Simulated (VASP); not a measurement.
# GaN (F-43m) in VASP: single point with PBEsol

Aim: the single point of GaN with PBEsol.

Program: VASP 6.6.1. These are calculated values, not measurements. Logs are shortened: lines on timing, memory, paths and dates and some standing lists are left out, and cuts for length are marked.

## Step 1: The cell of the first run

It takes space group F-43m (No. 216, cubic). Conventional cell: a = 4.507 Å, b = 4.507 Å, c = 4.507 Å, α = 90.00°, β = 90.00°, γ = 90.00°. Ga (site symmetry -43m) has 4 N at 1.95 Å within 2.6 Å. Within 2.6 Å of N (site symmetry -43m) lie 4 Ga at 1.95 Å.

## Step 2: Single point, PBEsol

Input file INCAR:

```
SYSTEM = GaN
  PREC = Accurate
  ENCUT = 600
  EDIFF = 1E-6
  ISMEAR = 0
  SIGMA = 0.01
  LREAL = .FALSE.
  LASPH = .TRUE.
  NELM = 120
  ALGO = Normal
  ISIF = 2
  LWAVE = .FALSE.
  LCHARG = .FALSE.
  GGA = PS
  NBANDS = 16
  GGA_COMPAT = .FALSE.
```

Input file KPOINTS:

```
Automatic mesh
0
G
  6 6 6
  0 0 0
```

Input file POSCAR:

```
GaN
1.0
    0.0000000000      2.2535010000      2.2535010000
    2.2535010000      0.0000000000      2.2535010000
    2.2535010000      2.2535010000      0.0000000000
Ga N
1 1
Direct
    0.0000000000      0.0000000000      0.0000000000
    0.7500000000      0.7500000000      0.7500000000
```

Potentials or basis: VASP PAW PBE potentials, release 64 (Ga_d, N).

Launch:

```
$ cat potpaw_PBE.64/Ga_d/POTCAR potpaw_PBE.64/N/POTCAR > POTCAR
$ mpirun -np 1 vasp_std > vasp.out
```

OUTCAR:

```text
SYSTEM = GaN
   PREC = Accurate
   ENCUT = 600
   EDIFF = 1E-6
   ISMEAR = 0
   LREAL = .FALSE.
   LASPH = .TRUE.
   NELM = 120
   ISIF = 2
   GGA = PS

 ion  position               nearest neighbor table
   1  0.000  0.000  0.000-   2 1.95   2 1.95   2 1.95   2 1.95
   2  0.750  0.750  0.750-   1 1.95   1 1.95   1 1.95   1 1.95

  LATTYP: Found a face centered cubic cell.
 ALAT       =     4.5070020000

  Lattice vectors:

 A1 = (   0.0000000000,   2.2535010000,   2.2535010000)
 A2 = (   2.2535010000,   0.0000000000,   2.2535010000)
 A3 = (   2.2535010000,   2.2535010000,   0.0000000000)

Analysis of symmetry for initial positions (statically):
=====================================================================
 Subroutine PRICEL returns:
 Original cell was already a primitive cell.

 Routine SETGRP: Setting up the symmetry group for a
 face centered cubic supercell.

 Subroutine GETGRP returns: Found 24 space group operations
 (whereof 24 operations were pure point group operations)
 out of a pool of 48 trial point group operations.

The static configuration has the point symmetry T_d .

Analysis of symmetry for dynamics (positions and initial velocities):
=====================================================================
 Subroutine PRICEL returns:
 Original cell was already a primitive cell.

 Routine SETGRP: Setting up the symmetry group for a
 face centered cubic supercell.

 Subroutine GETGRP returns: Found 24 space group operations
 (whereof 24 operations were pure point group operations)
 out of a pool of 48 trial point group operations.

The dynamic configuration has the point symmetry T_d .

 Subroutine INISYM returns: Found 24 space group operations
 (whereof 24 operations are pure point group operations),
 and found     1 'primitive' translations

----------------------------------------------------------------------------------------

                                     Primitive cell

  volume of cell :      22.8878

  direct lattice vectors                    reciprocal lattice vectors
     0.000000000  2.253501000  2.253501000    -0.221876982  0.221876982  0.221876982
     2.253501000  0.000000000  2.253501000     0.221876982 -0.221876982  0.221876982
     2.253501000  2.253501000  0.000000000     0.221876982  0.221876982 -0.221876982

  length of vectors
[... 71 lines left out ...]
   ENCUT  =  600.0 eV  44.10 Ry    6.64 a.u.   6.37  6.37  6.37*2*pi/ulx,y,z
   NELM   =    120;   NELMIN=  2; NELMDL= -5     # of ELM steps
   EDIFF  = 0.1E-05   stopping-criterion for ELM
   LREAL  =      F    real-space projection
   EDIFFG = 0.1E-04   stopping-criterion for IOM
   NSW    =      0    number of steps for IOM
   IBRION =     -1    ionic relax: 0-MD 1-quasi-New 2-CG
   NFREE  =      0    steps in history (QN), initial steepest desc. (CG)
   ISIF   =      2    stress and relaxation
   ISYM   =      2    0-nonsym 1-usesym 2-fastsym
   POTIM  = 0.5000    time-step for ionic-motion
   TEBEG  =    0.0;   TEEND  =   0.0 temperature during run
   PSTRESS=    0.0 pullay stress
   NELECT =      18.0000    total number of electrons
   NUPDOWN=      -1.0000    fix difference up-down
   EMIN   =  10.00;   EMAX   =-10.00  energy-range for DOS
   EFERMI =   0.00;   METHOD = LEGACY
   ISMEAR =     0;   SIGMA  =   0.01  broadening in eV -4-tet -1-fermi 0-gaus
   EFERMI_NEDOS =   21; number of points for ismear=-14 and -15
   IALGO  =     38    algorithm
   IMIX   =      4    mixing-type and parameters
     AMIX     =   0.40;   BMIX     =  1.00
     AMIX_MAG =   1.60;   BMIX_MAG =  1.00
  volume/ion in A,a.u.               =      11.44        77.23
  Fermi-wavevector in a.u.,A,eV,Ry     =   1.511116  2.855596 31.068532  2.283473
  Thomas-Fermi vector in A             =   2.621216
   LORBIT       =      0    0 simple, 1 ext, 2 COOP (PROOUT), +10 PAW based schemes
   GGA     = PS    functional components
   LHFCALC =     F    Hartree Fock is set to
   AEXX    =    0.0000 exact exchange contribution
   IVDW    =     0    specifies the selected vdW correction
   LEPSILON=     F    determine dielectric tensor
   LRPA    =     F    only Hartree local field effects (RPA)
 non-spin polarized calculation
 Gauss-broadening in eV      SIGMA  =   0.01
  energy-cutoff  :      600.00
  volume of cell :       22.89
 maximum number of plane-waves:       778
 NGX is ok and might be reduce to    28
   NGX = 13   NGY = 13   NGZ = 13

 number of electron      18.0000005 magnetization

 Free energy of the ion-electron system (eV)
  ---------------------------------------------------
  ext. energy  EPLUGINS =         0.00000000
  ---------------------------------------------------
  free energy    TOTEN  =       -13.11897737 eV

  energy without entropy =      -13.11897737  energy(sigma->0) =      -13.11897737

 E-fermi :   5.2304     XC(G=0): -11.9011

 val. band max:        5.1543666335   @ k =   0.0000   0.0000   0.0000
 cond. band min:       6.8350329190   @ k =   0.0000   0.0000   0.0000
 fundamental gap:      1.6806662855
 Fermi energy:         5.2304335764

 k-point     1 :       0.0000    0.0000    0.0000
  band No.  band energies     occupation
      1     -10.7795      2.00000
      2      -8.2539      2.00000
      3      -8.2539      2.00000
      4      -8.2539      2.00000
      5      -7.9290      2.00000
      6      -7.9290      2.00000
[... 281 lines left out ...]
      3      -8.0475      2.00000
      4      -7.9378      2.00000
      5      -7.8890      2.00000
      6      -6.0242      2.00000
[... 8 lines left out ...]
     15      25.6694      0.00000
     16      28.0730      0.00000

------------------------ aborting loop because EDIFF is reached ----------------------------------------

  FORCE on cell =-STRESS in cart. coord.  units (eV):
  Direction    XX          YY          ZZ          XY          YZ          ZX
  --------------------------------------------------------------------------------------
  -------------------------------------------------------------------------------------
  Total       -0.2180362     -0.2180362     -0.2180362     -0.0000000     -0.0000000     -0.0000000
  in kB      -15.2628612    -15.2628612    -15.2628612     -0.0000000     -0.0000000     -0.0000000
  external PRESSURE =     -15.2628612 kB  Pullay stress =       0.0000000 kB

 VOLUME and BASIS-vectors are now :
 -----------------------------------------------------------------------------
  energy-cutoff  :      600.00
  volume of cell :       22.89
      direct lattice vectors                 reciprocal lattice vectors
     0.000000000  2.253501000  2.253501000    -0.221876982  0.221876982  0.221876982
     2.253501000  0.000000000  2.253501000     0.221876982 -0.221876982  0.221876982
     2.253501000  2.253501000  0.000000000     0.221876982  0.221876982 -0.221876982

 POSITION                                       TOTAL-FORCE (eV/Angst)
 -----------------------------------------------------------------------------------
      0.00000      0.00000      0.00000         0.000000     -0.000000      0.000000
      3.38025      3.38025      3.38025        -0.000000      0.000000     -0.000000
 -----------------------------------------------------------------------------------
    total drift:                               -0.000000     -0.000000     -0.000000

  FREE ENERGIE OF THE ION-ELECTRON SYSTEM (eV)
  ---------------------------------------------------
  free  energy   TOTEN  =       -13.1189773701 eV

  energy  without entropy=      -13.1189773701  energy(sigma->0) =      -13.11897737
```

Wall time 18 s (1 thread of Intel Xeon 8259CL, shared host); peak memory 0.16 GiB.

What came out:

```yaml
Free_energy: -13.1190 eV
Pressure: -1.5 GPa
Band_gap_on_the_k_mesh: 1.68 eV, direct
```

Levels at points of the mesh, in eV from the valence-band top:
```csv
k point,band 5,band 6,band 7,band 8,band 9,band 10,band 11,band 12,band 13,band 14
"(0.00, 0.00, 0.00)",-13.08,-13.08,0.00,0.00,0.00,1.68,10.20,10.20,10.20,17.38
"(0.50, 0.00, 0.00)",-13.04,-11.83,-7.12,-0.98,-0.98,4.56,8.63,10.26,10.26,15.43
"(0.50, 0.50, 0.00)",-13.01,-11.40,-6.18,-2.74,-2.74,3.22,6.56,11.57,13.88,13.88
```

Caveat: the PAW data sets were made with another functional, which shifts forces and pressure a little.
